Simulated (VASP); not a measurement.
Here is a VASP 6.6.1 calculation.

File POSCAR:

```
WS2
1.0
    1.5858867090      0.9156121184      6.2374759783
   -1.5858867090      0.9156121184      6.2374759783
    0.0000000000     -1.8312242367      6.2374759783
W S
1 2
Direct
   -0.0212888438      0.0124367683      0.0152416792
    0.2179996934      0.2937465921      0.2332680466
    0.3922720015      0.4524780675      0.4135011896
```

File INCAR.step1:

```
SYSTEM = WS2
PREC = Accurate
ENCUT = 520
ISMEAR = -1
SIGMA = 0.146
LREAL = .FALSE.
LASPH = .TRUE.
NELM = 60
NBANDS = 20
GGA = PE
ALGO = Normal
EDIFF = 1E-4
LWAVE = .TRUE.
LCHARG = .FALSE.
```

Contents of INCAR.step2:

```
SYSTEM = WS2
PREC = Accurate
ENCUT = 520
EDIFF = 1E-7
ISMEAR = -1
SIGMA = 0.146
LREAL = .FALSE.
LASPH = .TRUE.
NELM = 60
ALGO = Normal
ISIF = 2
LWAVE = .FALSE.
LCHARG = .FALSE.
METAGGA = R2SCAN
LMIXTAU = .TRUE.
NBANDS = 20
ISTART = 1
```

Contents of KPOINTS:

```
regular mesh
0
G
  6 6 6
  0 0 0
```

Potentials or basis: VASP PAW PBE potentials, release 64 (W_sv, S).

The run is started by

```sh
$ cat potpaw_PBE.64/W_sv/POTCAR potpaw_PBE.64/S/POTCAR > POTCAR
$ cp INCAR.step1 INCAR
$ mpirun -np 1 vasp_std > vasp.out
$ cp INCAR.step2 INCAR
$ mpirun -np 1 vasp_std > vasp.out
```

Task: What does it give for the pressure?

Result: -1.9 GPa.

Task: Predict the largest force.

Result: 1.891 eV/Å.

Task: What does it give for the band gap on the k mesh?

Result: 1.07 eV, indirect (least direct gap 2.04 eV).

Forces in eV/Å, atoms in the order of the input:
```
W   -1.097  1.277 -0.862
S    0.648 -0.715  1.153
S    0.449 -0.562 -0.291
```

Caveat: the PAW data sets were made with another functional, which shifts forces and pressure a little; spin-orbit coupling is left out, which moves the levels of the heavy elements. r2SCAN opens gaps a little over a GGA but as a rule still falls short of measured ones.
